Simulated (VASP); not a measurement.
# Mo (Cmmm) in VASP: a series of runs

Runs on Mo. Level: PBEsol. Tasks: single point.

Everything below comes from runs of VASP 6.6.1. Logs are shortened: lines on timing, memory, paths and dates and some standing lists are left out, and cuts for length are marked.

**1. The cell of the first run**

It takes space group Cmmm (No. 65, orthorhombic). Conventional cell: a = 2.626 Å, b = 4.738 Å, c = 2.555 Å, α = 90.00°, β = 90.00°, γ = 90.00°. Mo (site symmetry mmm) has 8 Mo at 2.56 to 2.71 Å within 3.4 Å.

**2. Single point, PBEsol (strain -0.0400 x Voigt [1, 0, 0, 0, 0, 0])**

File INCAR:

```
SYSTEM = Mo
PREC = Accurate ; ENCUT = 520
EDIFF = 1E-7 ; ISMEAR = 0
SIGMA = 0.15 ; LREAL = .False.
LASPH = .True. ; NELM = 80
ALGO = Fast ; ISIF = 2
LWAVE = .False. ; LCHARG = .True.
GGA = PS ; LELF = .True.
LVHAR = .True. ; NBANDS = 13
```

File KPOINTS:

```
regular mesh
0
Gamma
  18 18 18
  0 0 0
```

File POSCAR:

```
Mo
1.0
    2.6260899813      0.0000000000      0.0000000000
   -1.3130449907      2.3690214963      0.0000000000
    0.0000000000      0.0000000000      2.5551807000
Mo
1
Direct
    0.0000000000      0.0000000000      0.5000000000
```

Potentials or basis: VASP PAW PBE potentials, release 64 (Mo_sv).

On the command line:

```
$ cat potpaw_PBE.64/Mo_sv/POTCAR > POTCAR
$ mpirun -np 1 vasp_std > vasp.out
```

OUTCAR:

```text
SYSTEM = Mo
   PREC = Accurate
   ENCUT = 520
   EDIFF = 1E-7
   ISMEAR = 0
   LREAL = .False.
   LASPH = .True.
   NELM = 80
   ISIF = 2
   GGA = PS

 ion  position               nearest neighbor table
   1  0.000  0.000  0.500-

  LATTYP: Found a base centered orthorhombic cell.
 ALAT       =     2.6260899813
 B/A-ratio  =     1.8042195912
 C/A-ratio  =     0.9729981525

  Lattice vectors:

 A1 = (   1.3130449907,  -2.3690214963,   0.0000000000)
 A2 = (   1.3130449906,   2.3690214963,   0.0000000000)
 A3 = (   0.0000000000,   0.0000000000,   2.5551807000)

Analysis of symmetry for initial positions (statically):
=====================================================================
 Subroutine PRICEL returns:
 Original cell was already a primitive cell.

 Routine SETGRP: Setting up the symmetry group for a
 base centered orthorhombic supercell.

 Subroutine GETGRP returns: Found  8 space group operations
 (whereof  8 operations were pure point group operations)
 out of a pool of  8 trial point group operations.

The static configuration has the point symmetry D_2h.

Analysis of symmetry for dynamics (positions and initial velocities):
=====================================================================
 Subroutine PRICEL returns:
 Original cell was already a primitive cell.

 Routine SETGRP: Setting up the symmetry group for a
 base centered orthorhombic supercell.

 Subroutine GETGRP returns: Found  8 space group operations
 (whereof  8 operations were pure point group operations)
 out of a pool of  8 trial point group operations.

The dynamic configuration has the point symmetry D_2h.

 Subroutine INISYM returns: Found  8 space group operations
 (whereof  8 operations are pure point group operations),
 and found     1 'primitive' translations

----------------------------------------------------------------------------------------

                                     Primitive cell

  volume of cell :      15.8965

  direct lattice vectors                    reciprocal lattice vectors
     2.626089981  0.000000000  0.000000000     0.380794263  0.211057604  0.000000000
    -1.313044991  2.369021496  0.000000000     0.000000000  0.422115207  0.000000000
     0.000000000  0.000000000  2.555180700     0.000000000  0.000000000  0.391361754

  length of vectors
     2.626089981  2.708569733  2.555180700     0.435372924  0.422115207  0.391361754

  position of ions in fractional coordinates (direct lattice)
     0.000000000  0.000000000  0.500000000

  ion indices of the primitive-cell ions
   primitive index   ion index
                 1           1

----------------------------------------------------------------------------------------

 KPOINTS: regular mesh

Automatic generation of k-mesh.
 Grid dimensions read from file:
 generate k-points for:   18   18   18

 Generating k-lattice:

  Cartesian coordinates                     Fractional coordinates (reciprocal lattice)
     0.021155237  0.011725422  0.000000000     0.055555556  0.000000000  0.000000000
     0.000000000  0.023450845  0.000000000     0.000000000  0.055555556  0.000000000
     0.000000000  0.000000000  0.021742320     0.000000000  0.000000000  0.055555556

  Length of vectors
     0.024187385  0.023450845  0.021742320

  Shift w.r.t. Gamma in fractional coordinates (k-lattice)
     0.000000000  0.000000000  0.000000000

 Subroutine IBZKPT returns following result:
 ===========================================

 Found    910 irreducible k-points:

 Following reciprocal coordinates:
            Coordinates               Weight
  0.000000  0.000000  0.000000      1.000000
  0.055556 -0.000000  0.000000      4.000000
  0.111111 -0.000000  0.000000      4.000000
  0.166667  0.000000  0.000000      4.000000
  0.222222 -0.000000  0.000000      4.000000
  0.277778  0.000000  0.000000      4.000000
[... 16 lines left out ...]
 -0.333333  0.055556  0.000000      4.000000
 -0.277778  0.055556  0.000000      4.000000
 [... further k-points ...]
   k-points           NKPTS =    910   k-points in BZ     NKDIM =    910   number of bands    NBANDS=     13
   number of dos      NEDOS =    301   number of ions     NIONS =      1
   total plane-waves  NPLWV =   8000
   dimension x,y,z NGX =    20 NGY =   20 NGZ =   20
   dimension x,y,z NGXF=    40 NGYF=   40 NGZF=   40
   ions per type =               1
   NGX,Y,Z   is equivalent  to a cutoff of  12.66, 12.28, 13.01 a.u.
   NGXF,Y,Z  is equivalent  to a cutoff of  25.32, 24.55, 26.02 a.u.
 SYSTEM =  Mo
   PREC   = accura    normal or accurate (medium, high low for compatibility)
   ISTART =      0    job   : 0-new  1-cont  2-samecut
   ICHARG =      2    charge: 1-file 2-atom 10-const
   ISPIN  =      1    spin polarized calculation?
   LNONCOLLINEAR =      F non collinear calculations
   LSORBIT =      F    spin-orbit coupling
   LASPH  =      T    aspherical Exc in radial PAW
   ENCUT  =  520.0 eV  38.22 Ry    6.18 a.u.   4.88  5.04  4.75*2*pi/ulx,y,z
   NELM   =     80;   NELMIN=  2; NELMDL= -5     # of ELM steps
   EDIFF  = 0.1E-06   stopping-criterion for ELM
   LREAL  =      F    real-space projection
   EDIFFG = 0.1E-05   stopping-criterion for IOM
   NSW    =      0    number of steps for IOM
   IBRION =     -1    ionic relax: 0-MD 1-quasi-New 2-CG
   NFREE  =      0    steps in history (QN), initial steepest desc. (CG)
   ISIF   =      2    stress and relaxation
   ISYM   =      2    0-nonsym 1-usesym 2-fastsym
   POTIM  = 0.5000    time-step for ionic-motion
   TEBEG  =    0.0;   TEEND  =   0.0 temperature during run
   PSTRESS=    0.0 pullay stress
   NELECT =      14.0000    total number of electrons
   NUPDOWN=      -1.0000    fix difference up-down
   EMIN   =  10.00;   EMAX   =-10.00  energy-range for DOS
   EFERMI =   0.00;   METHOD = LEGACY
   ISMEAR =     0;   SIGMA  =   0.15  broadening in eV -4-tet -1-fermi 0-gaus
   EFERMI_NEDOS =   21; number of points for ismear=-14 and -15
   IALGO  =     68    algorithm
   IMIX   =      4    mixing-type and parameters
     AMIX     =   0.40;   BMIX     =  1.00
     AMIX_MAG =   1.60;   BMIX_MAG =  1.00
  volume/ion in A,a.u.               =      15.90       107.27
  Fermi-wavevector in a.u.,A,eV,Ry     =   1.569221  2.965398 33.503727  2.462454
  Thomas-Fermi vector in A             =   2.671136
   LORBIT       =      0    0 simple, 1 ext, 2 COOP (PROOUT), +10 PAW based schemes
   GGA     = PS    functional components
   LHFCALC =     F    Hartree Fock is set to
   AEXX    =    0.0000 exact exchange contribution
   IVDW    =     0    specifies the selected vdW correction
   LEPSILON=     F    determine dielectric tensor
   LRPA    =     F    only Hartree local field effects (RPA)
 non-spin polarized calculation
 RMM-DIIS sequential band-by-band and
 Gauss-broadening in eV      SIGMA  =   0.15
  energy-cutoff  :      520.00
  volume of cell :       15.90
 maximum number of plane-waves:       440
   NGX =  9   NGY = 11   NGZ =  9

 number of electron      13.9999999 magnetization

 Free energy of the ion-electron system (eV)
  ---------------------------------------------------
  ext. energy  EPLUGINS =         0.00000000
  ---------------------------------------------------
  free energy    TOTEN  =       -10.84912860 eV

  energy without entropy =      -10.84055437  energy(sigma->0) =      -10.84484148

 E-fermi :  12.1256     XC(G=0): -13.3420

 val. band max:       12.1208341227   @ k =   0.0000   0.4444   0.5000
 cond. band min:      12.1287739065   @ k =   0.2778   0.0000   0.5000
 fundamental gap:      0.0079397838
 Fermi energy:        12.1255740115

 k-point     1 :       0.0000    0.0000    0.0000
  band No.  band energies     occupation
      1     -48.8993      2.00000
      2     -22.1205      2.00000
      3     -22.1189      2.00000
      4     -21.9977      2.00000
      5       5.1118      2.00000
      6       7.5541      2.00000
      7      10.6395      2.00000
      8      11.5936      2.00000
      9      16.2657      0.00000
     10      16.4679      0.00000
     11      25.2293      0.00000
     12      27.6215      0.00000
     13      32.9333      0.00000

 k-point     2 :       0.0556   -0.0000    0.0000
  band No.  band energies     occupation
      1     -48.8903      2.00000
      2     -22.1414      2.00000
      3     -22.1143      2.00000
      4     -22.0443      2.00000
      5       5.2437      2.00000
      6       7.6173      2.00000
      7      10.6999      2.00000
      8      11.5079      2.00000
      9      16.1920      0.00000
     10      16.3506      0.00000
     11      25.5583      0.00000
     12      27.9024      0.00000
     13      32.4811      0.00000

 k-point     3 :       0.1111   -0.0000    0.0000
  band No.  band energies     occupation
      1     -48.8644      2.00000
      2     -22.2542      2.00000
      3     -22.1289      2.00000
      4     -22.0965      2.00000
      5       5.6153      2.00000
      6       7.8017      2.00000
      7      10.6709      2.00000
      8      11.5272      2.00000
      9      15.8096      0.00000
     10      16.2180      0.00000
     11      26.4557      0.00000
     12      28.6809      0.00000
     13      31.1279      0.00000
[... 305 lines left out ...]
 k-point    23 :      -0.3333    0.0556    0.0000
  band No.  band energies     occupation
      1     -48.6885      2.00000
      2     -23.2445      2.00000
      3     -22.3822      2.00000
      4     -21.9766      2.00000
      5       7.3612      2.00000
      6       8.3970      2.00000
      7      10.8363      2.00000
      8      13.6622      0.00000
      9      14.5132      0.00000
     10      15.7147      0.00000
     11      25.4231      0.00000
     12      28.0551      0.00000
     13      31.2567      0.00000

 k-point    24 :      -0.2778    0.0556    0.0000
  band No.  band energies     occupation
      1     -48.7402      2.00000
      2     -22.9625      2.00000
      3     -22.3111      2.00000
      4     -22.0116      2.00000
      5       7.0794      2.00000
      6       8.3945      2.00000
      7      10.2106      2.00000
      8      13.4148      0.00000
      9      14.2033      0.00000
     10      15.8599      0.00000
     11      26.7217      0.00000
     12      28.9647      0.00000
     13      30.9654      0.00000

 [... further k-points ...]

------------------------ aborting loop because EDIFF is reached ----------------------------------------

  FORCE on cell =-STRESS in cart. coord.  units (eV):
  Direction    XX          YY          ZZ          XY          YZ          ZX
  --------------------------------------------------------------------------------------
  -------------------------------------------------------------------------------------
  Total        1.1658542      1.2641042     -0.4241687     -0.0000000      0.0000000      0.0000000
  in kB      117.5045318    127.4069850    -42.7512642     -0.0000000      0.0000000      0.0000000
  external PRESSURE =      67.3867508 kB  Pullay stress =       0.0000000 kB

 VOLUME and BASIS-vectors are now :
 -----------------------------------------------------------------------------
  energy-cutoff  :      520.00
  volume of cell :       15.90
      direct lattice vectors                 reciprocal lattice vectors
     2.626089981  0.000000000  0.000000000     0.380794263  0.211057604  0.000000000
    -1.313044991  2.369021496  0.000000000     0.000000000  0.422115207  0.000000000
     0.000000000  0.000000000  2.555180700     0.000000000  0.000000000  0.391361754

 POSITION                                       TOTAL-FORCE (eV/Angst)
 -----------------------------------------------------------------------------------
      0.00000      0.00000      1.27759         0.000000      0.000000      0.000000
 -----------------------------------------------------------------------------------
    total drift:                               -0.000000      0.000000     -0.000000

  FREE ENERGIE OF THE ION-ELECTRON SYSTEM (eV)
  ---------------------------------------------------
  free  energy   TOTEN  =       -10.8491285957 eV

  energy  without entropy=      -10.8405543733  energy(sigma->0) =      -10.84484148
```

Run time: 2.5 min. Hardware: 1 thread of Intel Xeon Platinum 8259CL at 2.50GHz (Skylake/Cascade Lake), shared host; peak memory 0.27 GiB.

Results:

| Property | Result |
| --- | --- |
| Free energy | -10.8491 eV |
| Pressure | 6.7 GPa |
| Band gap on the k mesh | zero (band 7 reaches 13.06 eV, above the bottom of band 8 at 11.11 eV) |

Caveat: the cell differs from its parent crystal (strain -0.0400 x Voigt [1, 0, 0, 0, 0, 0]); the PAW data sets were made with another functional, which shifts forces and pressure a little.

**3. Single point, PBEsol (strain -0.0300 x Voigt [1, 0, 0, 0, 0, 0])**

File INCAR:

```
PREC     = Accurate       # precision mode
ENCUT    = 520            # plane-wave cutoff, eV
EDIFF    = 1E-6           # SCF threshold, eV
ISMEAR   = 0              # smearing method
SIGMA    = 0.15           # smearing width, eV
LREAL    = False          # projectors in reciprocal space
LASPH    = True           # aspherical terms in the spheres
NELM     = 80             # most SCF steps
ALGO     = Fast           # electronic algorithm
ISIF     = 2              # what is computed and relaxed
LWAVE    = False          # write WAVECAR
LCHARG   = False          # write CHGCAR
GGA      = PS             # functional
NBANDS   = 13             # bands
```

File KPOINTS:

```
Automatic mesh
0
Gamma
  18 18 18
```

File POSCAR:

```
Mo
1.0
    2.6534450853      0.0000000000      0.0000000000
   -1.3267225426      2.3690214963      0.0000000000
    0.0000000000      0.0000000000      2.5551807000
Mo
1
Direct
    0.0000000000      0.0000000000      0.5000000000
```

Potentials or basis: VASP PAW PBE potentials, release 64 (Mo_sv).

On the command line:

```
$ cat potpaw_PBE.64/Mo_sv/POTCAR > POTCAR
$ mpirun -np 1 vasp_std > vasp.out
```

It took 2.2 min on 1 thread of Intel Xeon Platinum 8259CL at 2.50GHz (Skylake/Cascade Lake), shared host; peak memory 0.27 GiB.

It converged, with:

```
Free energy            : -10.8593 eV
Pressure               : 4.0 GPa
Band gap on the k mesh : zero (band 7 reaches 12.78 eV, above the bottom of band 8 at 11.01 eV)
```

Stress tensor (GPa, compression positive):
```
 7.87  0.00  0.00
 0.00  9.28  0.00
 0.00  0.00 -5.16
```

Levels at points of the mesh, in eV from the Fermi level:
```tsv
k point	band 4	band 5	band 6	band 7	band 8	band 9	band 10	band 11
(0.00, 0.00, 0.00)	-34.15	-6.96	-4.50	-1.32	-0.62	4.15	4.29	13.09
(0.50, 0.00, 0.00)	-34.03	-5.20	-3.10	0.73	1.27	3.40	4.72	10.84
(0.00, 0.50, 0.00)	-34.05	-5.14	-3.24	0.78	0.93	3.63	4.62	10.39
(0.00, 0.00, 0.50)	-33.99	-3.94	-0.51	-0.11	0.16	0.85	1.07	10.10
(0.50, 0.00, 0.50)	-34.42	-5.59	-3.71	-0.52	5.04	6.27	6.45	7.61
(0.00, 0.50, 0.50)	-34.30	-5.60	-3.69	-0.14	4.95	6.11	6.28	7.18
```

Caveat: the cell differs from its parent crystal (strain -0.0300 x Voigt [1, 0, 0, 0, 0, 0]); the PAW data sets were made with another functional, which shifts forces and pressure a little.

**4. Single point, PBEsol (strain -0.0200 x Voigt [1, 0, 0, 0, 0, 0])**

File INCAR:

```
SYSTEM = Mo
PREC = Accurate ; ENCUT = 520
EDIFF = 1E-6 ; ISMEAR = 0
SIGMA = 0.15 ; LREAL = .False.
LASPH = .True. ; NELM = 100
ALGO = Fast ; ISIF = 2
LWAVE = .False. ; LCHARG = .False.
GGA = PS ; NBANDS = 13
```

File KPOINTS:

```
regular mesh
0
Gamma
  18 18 18
  0 0 0
```

File POSCAR:

```
Mo
1.0
    2.6808001893      0.0000000000      0.0000000000
   -1.3404000946      2.3690214963      0.0000000000
    0.0000000000      0.0000000000      2.5551807000
Mo
1
Direct
    0.0000000000      0.0000000000      0.5000000000
```

On the command line:

```
$ cat potpaw_PBE.64/Mo_sv/POTCAR > POTCAR
$ mpirun -np 1 vasp_std > vasp.out
```

Run time: 2.2 min. Hardware: 1 thread of Intel Xeon Platinum 8259CL at 2.50GHz (Skylake/Cascade Lake), shared host; peak memory 0.27 GiB.

Results (log left out):

```
Free energy            : -10.8657 eV
Pressure               : 1.4 GPa
Band gap on the k mesh : zero (band 7 reaches 12.66 eV, above the bottom of band 8 at 10.96 eV)
```

Stress tensor (GPa, compression positive):
```
 4.47  0.00  0.00
 0.00  5.86  0.00
 0.00  0.00 -6.02
```

Levels at points of the mesh, in eV from the Fermi level:
| k point | band 3 | band 4 | band 5 | band 6 | band 7 | band 8 | band 9 | band 10 | band 11 | band 12 |
| --- | --- | --- | --- | --- | --- | --- | --- | --- | --- | --- |
| (0.00, 0.00, 0.00) | -34.20 | -34.17 | -6.90 | -4.42 | -1.17 | -0.71 | 4.15 | 4.24 | 13.07 | 15.63 |
| (0.50, 0.00, 0.00) | -34.58 | -34.02 | -5.10 | -3.10 | 0.83 | 1.20 | 3.43 | 4.64 | 10.61 | 13.52 |
| (0.00, 0.50, 0.00) | -34.49 | -34.04 | -5.06 | -3.19 | 0.86 | 0.98 | 3.58 | 4.56 | 10.32 | 14.02 |
| (0.00, 0.00, 0.50) | -34.07 | -34.02 | -3.86 | -0.35 | -0.06 | 0.08 | 0.85 | 0.99 | 10.10 | 16.10 |
| (0.50, 0.00, 0.50) | -35.47 | -34.40 | -5.50 | -3.59 | -0.49 | 4.97 | 6.20 | 6.43 | 7.49 | 16.24 |
| (0.00, 0.50, 0.50) | -35.44 | -34.32 | -5.51 | -3.58 | -0.25 | 4.90 | 6.10 | 6.32 | 7.20 | 16.52 |

Caveat: the cell differs from its parent crystal (strain -0.0200 x Voigt [1, 0, 0, 0, 0, 0]); the PAW data sets were made with another functional, which shifts forces and pressure a little.

**5. Summary**

```tsv
cell	further INCAR settings	gap on the mesh (eV)	pressure (GPa)
a = 2.626, b = 2.709, c = 2.555 Å, angles 90.0, 90.0, 119.0°, 1 atom	ALGO = Fast; EDIFF = 1e-07; NBANDS = 13	none	6.7
a = 2.653, b = 2.715, c = 2.555 Å, angles 90.0, 90.0, 119.3°, 1 atom	ALGO = Fast; EDIFF = 1e-06; NBANDS = 13	none	4.0
a = 2.681, b = 2.722, c = 2.555 Å, angles 90.0, 90.0, 119.5°, 1 atom	ALGO = Fast; EDIFF = 1e-06; NBANDS = 13	none	1.4
```

Alike in all rows: task single point; level PBEsol; potentials or basis VASP PAW PBE potentials, release 64 (Mo_sv); no spin polarisation; k mesh 18 × 18 × 18; cutoff (eV) 520; smearing gaussian 0.15 eV.

Caveats: the PAW data sets were made with another functional, which shifts forces and pressure a little.

Total energies depend on the potentials used, so only differences within one code and one set of settings carry meaning.
